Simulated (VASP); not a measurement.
# TiO2 in VASP: notebook

Runs on TiO2. Level: PBE. Tasks: single point.

Everything below comes from runs of VASP 6.6.1. Logs are shortened: lines on timing, memory, paths and dates and some standing lists are left out, and cuts for length are marked.

### 1 The cell of the first run

Symmetry: C2/c, No. 15, monoclinic system. Conventional cell: a = 5.326 Å, b = 5.380 Å, c = 5.419 Å, α = 90.00°, β = 118.62°, γ = 90.00°. Ti (site symmetry 2) has 6 O at 1.93 to 1.97 Å within 2.6 Å. Within 2.6 Å of O (site symmetry 1) lie 3 Ti at 1.93 to 1.97 Å and 2 O at 2.44 to 2.46 Å.

### 2 Single point, PBE (equal xy, yz and zx shear strains of -1 %)

INCAR

```
SYSTEM = TiO2
ALGO = Normal
EDIFF = 1E-7
ENCUT = 520
GGA = PE
ISIF = 2
ISMEAR = -1
KPAR = 4
LASPH = .TRUE.
LCHARG = .FALSE.
LREAL = .FALSE.
LWAVE = .FALSE.
NBANDS = 33
NELM = 80
PREC = Accurate
SIGMA = 0.08
```

KPOINTS

```
k-points
0
G
  13 13 13
  0 0 0
```

POSCAR

```
TiO2
1.0
   -1.9257475000      1.8781775000      4.7570000000
    1.8781775000     -1.9257475000      4.7570000000
    1.9068225000      1.9068225000     -4.7759250000
Ti O
2 4
Direct
    0.0000000000      0.0000000000      0.0000000000
    0.7500000000      0.2500000000      0.5000000000
    0.2066000000      0.2066000000      0.0000000000
    0.9566000000      0.4566000000      0.5000000000
    0.5434000000      0.0434000000      0.5000000000
    0.7934000000      0.7934000000      0.0000000000
```

Potentials or basis: VASP PAW PBE potentials, release 64 (Ti_sv, O).

The run is started by

```console
$ cat potpaw_PBE.64/Ti_sv/POTCAR potpaw_PBE.64/O/POTCAR > POTCAR
$ mpirun -np 4 vasp_std > vasp.out
```

OUTCAR:

```text
SYSTEM = TiO2
   EDIFF = 1E-7
   ENCUT = 520
   GGA = PE
   ISIF = 2
   ISMEAR = -1
   LASPH = .TRUE.
   LREAL = .FALSE.
   NELM = 80
   PREC = Accurate

 ion  position               nearest neighbor table
   1  0.000  0.000  0.000-   5 1.93   4 1.93   5 1.94   4 1.94   3 1.97   6 1.97
   2  0.750  0.250  0.500-   6 1.93   3 1.93   6 1.94   3 1.94   4 1.97   5 1.97
   3  0.207  0.207  0.000-   2 1.93   2 1.94   1 1.97
   4  0.957  0.457  0.500-   1 1.93   1 1.94   2 1.97
   5  0.543  0.043  0.500-   1 1.93   1 1.94   2 1.97
   6  0.793  0.793  0.000-   2 1.93   2 1.94   1 1.97

  Warning from LATTYP: Got some problem with cell dimensions!
  Tried to take original basis but could not verify dimensions!
  LATTYP: Found a base centered monoclinic cell.
 ALAT       =     5.3261688326
 B/A-ratio  =     1.0100247465
 C/A-ratio  =     1.0173847943
 COS(beta)  =    -0.4790102211

  Lattice vectors:

 A1 = (  -0.0189250000,   3.7850000000,  -0.0189250000)
 A2 = (   3.7850000000,  -0.0189250000,  -0.0189250000)
 A3 = (  -1.8592525000,  -1.8592525000,  -4.7380750000)

Analysis of symmetry for initial positions (statically):
=====================================================================
 Subroutine PRICEL returns:
 Original cell was already a primitive cell.

 Routine SETGRP: Setting up the symmetry group for a
 base centered monoclinic supercell.

 Subroutine GETGRP returns: Found  4 space group operations
 (whereof  2 operations were pure point group operations)
 out of a pool of  4 trial point group operations.

The static configuration has the point symmetry C_2 .
 The point group associated with its full space group is C_2h.

Analysis of symmetry for dynamics (positions and initial velocities):
=====================================================================
 Subroutine PRICEL returns:
 Original cell was already a primitive cell.

 Routine SETGRP: Setting up the symmetry group for a
 base centered monoclinic supercell.

 Subroutine GETGRP returns: Found  4 space group operations
 (whereof  2 operations were pure point group operations)
 out of a pool of  4 trial point group operations.

The dynamic configuration has the point symmetry C_2 .
 The point group associated with its full space group is C_2h.

 Subroutine INISYM returns: Found  4 space group operations
 (whereof  2 operations are pure point group operations),
 and found     1 'primitive' translations

[... 102 lines left out ...]
   EDIFF  = 0.1E-06   stopping-criterion for ELM
   LREAL  =      F    real-space projection
   EDIFFG = 0.1E-05   stopping-criterion for IOM
   NSW    =      0    number of steps for IOM
   IBRION =     -1    ionic relax: 0-MD 1-quasi-New 2-CG
   NFREE  =      0    steps in history (QN), initial steepest desc. (CG)
   ISIF   =      2    stress and relaxation
   ISYM   =      2    0-nonsym 1-usesym 2-fastsym
   POTIM  = 0.5000    time-step for ionic-motion
   TEBEG  =    0.0;   TEEND  =   0.0 temperature during run
   PSTRESS=    0.0 pullay stress
   NELECT =      48.0000    total number of electrons
   NUPDOWN=      -1.0000    fix difference up-down
   EMIN   =  10.00;   EMAX   =-10.00  energy-range for DOS
   EFERMI =   0.00;   METHOD = LEGACY
   ISMEAR =    -1;   SIGMA  =   0.08  broadening in eV -4-tet -1-fermi 0-gaus
   EFERMI_NEDOS =   21; number of points for ismear=-14 and -15
   IALGO  =     38    algorithm
   IMIX   =      4    mixing-type and parameters
     AMIX     =   0.40;   BMIX     =  1.00
     AMIX_MAG =   1.60;   BMIX_MAG =  1.00
  volume/ion in A,a.u.               =      11.36        76.64
  Fermi-wavevector in a.u.,A,eV,Ry     =   1.456614  2.752601 28.867815  2.121725
  Thomas-Fermi vector in A             =   2.573512
   LORBIT       =      0    0 simple, 1 ext, 2 COOP (PROOUT), +10 PAW based schemes
   GGA     = PE    functional components
   LHFCALC =     F    Hartree Fock is set to
   AEXX    =    0.0000 exact exchange contribution
   IVDW    =     0    specifies the selected vdW correction
   LEPSILON=     F    determine dielectric tensor
   LRPA    =     F    only Hartree local field effects (RPA)
 non-spin polarized calculation
  energy-cutoff  :      520.00
  volume of cell :       68.14
 maximum number of plane-waves:      1853
 NGX is ok and might be reduce to    42
   NGX = 21   NGY = 21   NGZ = 21

 number of electron      47.9999999 magnetization

 Free energy of the ion-electron system (eV)
  ---------------------------------------------------
  ext. energy  EPLUGINS =         0.00000000
  ---------------------------------------------------
  free energy    TOTEN  =       -53.80717279 eV

  energy without entropy =      -53.80717266  energy(sigma->0) =      -53.80717273

 E-fermi :   4.5426     XC(G=0): -10.7273

 val. band max:        3.3631877894   @ k =  -0.4615   0.4615   0.0000
 cond. band min:       5.5145658398   @ k =   0.0000   0.0000   0.0000
 fundamental gap:      2.1513780504
 Fermi energy:         4.5426294788

 k-point     1 :       0.0000    0.0000    0.0000
  band No.  band energies     occupation
      1     -52.9789      2.00000
      2     -52.9176      2.00000
      3     -29.4568      2.00000
      4     -29.2053      2.00000
      5     -29.2049      2.00000
      6     -29.1340      2.00000
[... 853 lines left out ...]
     32      10.0296      0.00000
     33      10.1037      0.00000

 [... further k-points ...]

------------------------ aborting loop because EDIFF is reached ----------------------------------------

  FORCE on cell =-STRESS in cart. coord.  units (eV):
  Direction    XX          YY          ZZ          XY          YZ          ZX
  --------------------------------------------------------------------------------------
  -------------------------------------------------------------------------------------
  Total        2.2407743      2.2407743      4.0284044      0.2406678      0.4179869      0.4179871
  in kB       52.6837242     52.6837242     94.7133955      5.6584355      9.8274548      9.8274577
  external PRESSURE =      66.6936147 kB  Pullay stress =       0.0000000 kB

 VOLUME and BASIS-vectors are now :
 -----------------------------------------------------------------------------
  energy-cutoff  :      520.00
  volume of cell :       68.14
      direct lattice vectors                 reciprocal lattice vectors
    -1.925747500  1.878177500  4.757000000     0.001855918  0.264742278  0.106441252
     1.878177500 -1.925747500  4.757000000     0.264742278  0.001855918  0.106441252
     1.906822500  1.906822500 -4.775925000     0.265541779  0.265541779  0.002655418

 POSITION                                       TOTAL-FORCE (eV/Angst)
 -----------------------------------------------------------------------------------
      0.00000      0.00000      0.00000         0.036688     -0.036688      0.000000
     -0.02135      1.88061      2.36904        -0.036688      0.036688      0.000000
     -0.00983     -0.00983      1.96559        -0.017893      0.080230      0.360336
     -0.03118      1.87078      4.33463         0.080230     -0.017893      0.360336
     -0.01153      1.89044      0.40345         0.017893     -0.080230     -0.360336
     -0.03774     -0.03774      7.54841        -0.080230      0.017893     -0.360336
 -----------------------------------------------------------------------------------
    total drift:                                0.000000     -0.000000     -0.000000

  FREE ENERGIE OF THE ION-ELECTRON SYSTEM (eV)
  ---------------------------------------------------
  free  energy   TOTEN  =       -53.8071727889 eV

  energy  without entropy=      -53.8071726619  energy(sigma->0) =      -53.80717273
```

Run time: 18 min. Hardware: 4 MPI ranks of Intel Xeon Platinum 8375C at 2.90GHz (Ice Lake), shared host; peak memory 1 GiB.

What came out:

| Item | Value |
| --- | --- |
| Free energy | -53.8072 eV |
| Pressure | 6.7 GPa |
| Largest force | 0.370 eV/Å |
| Band gap on the k mesh | 2.15 eV (least direct gap 2.43 eV) |

Forces on the atoms (eV/Å):
```
Ti   0.037 -0.037  0.000
Ti  -0.037  0.037  0.000
O   -0.018  0.080  0.360
O    0.080 -0.018  0.360
O    0.018 -0.080 -0.360
O   -0.080  0.018 -0.360
```

Levels at points of the mesh, in eV from the valence-band top:
```
           k point  band 21  band 22  band 23  band 24  band 25  band 26  band 27  band 28
(0.00, 0.00, 0.00)    -0.71    -0.67    -0.47    -0.40     2.15     2.89     4.09     4.09
```

Caveat: the cell differs from its parent crystal (equal xy, yz and zx shear strains of -1 %); the cell stands under pressure; an odd mesh through Γ misses points on the zone boundary, where band edges can lie.

### 3 Single point, PBE (equal xy, yz and zx shear strains of +1 %)

INCAR

```
SYSTEM = TiO2
PREC = Accurate ; ENCUT = 520
EDIFF = 1E-6 ; ISMEAR = -1
SIGMA = 0.08 ; LREAL = .FALSE.
LASPH = .TRUE. ; NELM = 100
ALGO = Normal ; ISIF = 2
LWAVE = .FALSE. ; LCHARG = .FALSE.
GGA = PE ; NBANDS = 33
KPAR = 4
```

KPOINTS

```
regular mesh
0
G
  13 13 13
  0 0 0
```

POSCAR, as its differences from that of step 2:

```diff
@@ -2,5 +2,5 @@
 1.0
-   -1.9257475000      1.8781775000      4.7570000000
-    1.8781775000     -1.9257475000      4.7570000000
-    1.9068225000      1.9068225000     -4.7759250000
+   -1.8592525000      1.9068225000      4.7570000000
+    1.9068225000     -1.8592525000      4.7570000000
+    1.8781775000      1.8781775000     -4.7380750000
 Ti O
```

Potentials or basis: VASP PAW PBE potentials, release 64 (Ti_sv, O).

The run is started by

```console
$ cat potpaw_PBE.64/Ti_sv/POTCAR potpaw_PBE.64/O/POTCAR > POTCAR
$ mpirun -np 4 vasp_std > vasp.out
```

OUTCAR:

```text
SYSTEM = TiO2
   PREC = Accurate
   ENCUT = 520
   EDIFF = 1E-6
   ISMEAR = -1
   LREAL = .FALSE.
   LASPH = .TRUE.
   NELM = 100
   ISIF = 2
   GGA = PE

 ion  position               nearest neighbor table
   1  0.000  0.000  0.000-   4 1.93   5 1.93   5 1.94   4 1.94   3 1.97   6 1.97
   2  0.750  0.250  0.500-   3 1.93   6 1.93   6 1.94   3 1.94   4 1.97   5 1.97
   3  0.207  0.207  0.000-   2 1.93   2 1.94   1 1.97
   4  0.957  0.457  0.500-   1 1.93   1 1.94   2 1.97
   5  0.543  0.043  0.500-   1 1.93   1 1.94   2 1.97
   6  0.793  0.793  0.000-   2 1.93   2 1.94   1 1.97

  Warning from LATTYP: Got some problem with cell dimensions!
  Tried to take original basis but could not verify dimensions!
  LATTYP: Found a base centered monoclinic cell.
 ALAT       =     5.3796954778
 B/A-ratio  =     0.9900252466
 C/A-ratio  =     1.0096854876
 COS(beta)  =    -0.4828495878

  Lattice vectors:

 A1 = (  -0.0189250000,  -3.7850000000,  -0.0189250000)
 A2 = (  -3.7850000000,  -0.0189250000,  -0.0189250000)
 A3 = (   1.8781775000,   1.8781775000,  -4.7380750000)
[... 186 lines left out ...]

 val. band max:        3.3618097250   @ k =   0.0000   0.0000   0.4615
 cond. band min:       5.5143303616   @ k =   0.0000   0.0000   0.0000
 fundamental gap:      2.1525206366
 Fermi energy:         4.5424841292

 k-point     1 :       0.0000    0.0000    0.0000
  band No.  band energies     occupation
      1     -52.9793      2.00000
      2     -52.9180      2.00000
      3     -29.4571      2.00000
      4     -29.2061      2.00000
      5     -29.2048      2.00000
      6     -29.1344      2.00000
[... 853 lines left out ...]
     32       9.9968      0.00000
     33      10.1045      0.00000

 [... further k-points ...]

------------------------ aborting loop because EDIFF is reached ----------------------------------------

  FORCE on cell =-STRESS in cart. coord.  units (eV):
  Direction    XX          YY          ZZ          XY          YZ          ZX
  --------------------------------------------------------------------------------------
  -------------------------------------------------------------------------------------
  Total        2.2470854      2.2470854      4.0349778     -0.2440965     -0.4205772     -0.4205773
  in kB       52.8320793     52.8320793     94.8678983     -5.7390466     -9.8883501     -9.8883524
  external PRESSURE =      66.8440190 kB  Pullay stress =       0.0000000 kB

 VOLUME and BASIS-vectors are now :
 -----------------------------------------------------------------------------
  energy-cutoff  :      520.00
  volume of cell :       68.14
      direct lattice vectors                 reciprocal lattice vectors
    -1.859252500  1.906822500  4.757000000    -0.001837450  0.263690985  0.103798994
     1.906822500 -1.859252500  4.757000000     0.263690985 -0.001837450  0.103798994
     1.878177500  1.878177500 -4.738075000     0.262899440  0.262899440 -0.002628994

 POSITION                                       TOTAL-FORCE (eV/Angst)
 -----------------------------------------------------------------------------------
      0.00000      0.00000      0.00000        -0.035677      0.035677     -0.000000
      0.02136      1.90439      2.38796         0.035677     -0.035677     -0.000000
      0.00983      0.00983      1.96559         0.014291     -0.083776      0.360521
      0.03118      1.91422      4.35355        -0.083776      0.014291      0.360521
      0.01153      1.89456      0.42237        -0.014291      0.083776     -0.360521
      0.03774      0.03774      7.54841         0.083776     -0.014291     -0.360521
 -----------------------------------------------------------------------------------
    total drift:                               -0.000000     -0.000000     -0.000000

  FREE ENERGIE OF THE ION-ELECTRON SYSTEM (eV)
  ---------------------------------------------------
  free  energy   TOTEN  =       -53.8071850178 eV

  energy  without entropy=      -53.8071848906  energy(sigma->0) =      -53.80718495
```

It took 8.4 min on 4 MPI ranks of AMD EPYC 7R13 (Zen 3), shared host; peak memory 1 GiB.

Results:

```
Free energy            : -53.8072 eV
Pressure               : 6.7 GPa
Largest force          : 0.370 eV/Å
Band gap on the k mesh : 2.15 eV (least direct gap 2.43 eV)
```

Forces on the atoms (eV/Å):
```
Ti  -0.036  0.036  0.000
Ti   0.036 -0.036  0.000
O    0.014 -0.084  0.361
O   -0.084  0.014  0.361
O   -0.014  0.084 -0.361
O    0.084 -0.014 -0.361
```

Levels at points of the mesh, in eV from the valence-band top:
| k point | band 21 | band 22 | band 23 | band 24 | band 25 | band 26 | band 27 | band 28 |
| --- | --- | --- | --- | --- | --- | --- | --- | --- |
| (0.00, 0.00, 0.00) | -0.69 | -0.69 | -0.47 | -0.40 | 2.15 | 2.90 | 4.09 | 4.09 |

Caveat: the cell differs from its parent crystal (equal xy, yz and zx shear strains of +1 %); the cell stands under pressure; an odd mesh through Γ misses points on the zone boundary, where band edges can lie.

### 4 Single point, PBE

INCAR

```
SYSTEM = TiO2
PREC = Accurate
ENCUT = 520
EDIFF = 1E-6
ISMEAR = -1
SIGMA = 0.08
LREAL = .FALSE.
LASPH = .TRUE.
NELM = 80
ALGO = Normal
ISIF = 2
LWAVE = .FALSE.
LCHARG = .FALSE.
GGA = PE
NBANDS = 33
```

KPOINTS

```
Automatic mesh
0
G
  13 13 13
  0 0 0
```

POSCAR, as its differences from that of step 3:

```diff
@@ -2,5 +2,5 @@
 1.0
-   -1.8592525000      1.9068225000      4.7570000000
-    1.9068225000     -1.8592525000      4.7570000000
-    1.8781775000      1.8781775000     -4.7380750000
+   -1.8925000000      1.8925000000      4.7570000000
+    1.8925000000     -1.8925000000      4.7570000000
+    1.8925000000      1.8925000000     -4.7570000000
 Ti O
```

The run is started by

```console
$ cat potpaw_PBE.64/Ti_sv/POTCAR potpaw_PBE.64/O/POTCAR > POTCAR
$ mpirun -np 1 vasp_std > vasp.out
```

Wall time 15 min (1 thread of Intel Xeon 8259CL, shared host); peak memory 0.5 GiB.

The run converged. Its results:

```yaml
Free_energy: -53.8128 eV
Pressure: 6.7 GPa
Largest_force: 0.361 eV/Å
Band_gap_on_the_k_mesh: 2.15 eV (least direct gap 2.45 eV)
```

Forces in eV/Å, atoms in the order of the input:
```
Ti   0.000  0.000  0.000
Ti   0.000  0.000  0.000
O    0.000  0.000  0.361
O    0.000  0.000  0.361
O    0.000  0.000 -0.361
O    0.000  0.000 -0.361
```

Stress tensor (GPa, compression positive):
```
5.27 0.00 0.00
0.00 5.27 0.00
0.00 0.00 9.47
```

Levels at points of the mesh, in eV from the valence-band top:
```tsv
k point	band 20	band 21	band 22	band 23	band 24	band 25	band 26	band 27	band 28	band 29
(0.00, 0.00, 0.00)	-0.73	-0.70	-0.70	-0.43	-0.43	2.15	2.90	4.10	4.10	4.11
```

Caveat: the cell stands under pressure; an odd mesh through Γ misses points on the zone boundary, where band edges can lie. A hybrid or GW would open this gap; PBE tends to underestimate it.

### 5 Summary

| cell | gap on the mesh (eV) | pressure (GPa) | largest force (eV/Å) |
| --- | --- | --- | --- |
| a = 5.465, b = 5.465, c = 5.485 Å, angles 139.6, 139.6, 59.0°, 6 atoms | 2.15 | 6.7 | 0.37 |
| a = 5.452, b = 5.452, c = 5.432 Å, angles 139.3, 139.3, 58.5°, 6 atoms | 2.15 | 6.7 | 0.37 |
| a = 5.458 Å, angles 139.4, 139.4, 58.7°, 6 atoms | 2.15 | 6.7 | 0.36 |

Alike in all rows: task single point; level PBE; potentials or basis VASP PAW PBE potentials, release 64 (Ti_sv, O); no spin polarisation; k mesh 13 × 13 × 13; cutoff (eV) 520; smearing fermi-dirac 0.08 eV.

Caveats: the cell stands under pressure; an odd mesh through Γ misses points on the zone boundary, where band edges can lie.

Absolute energies hang on the potentials; compare differences alone.
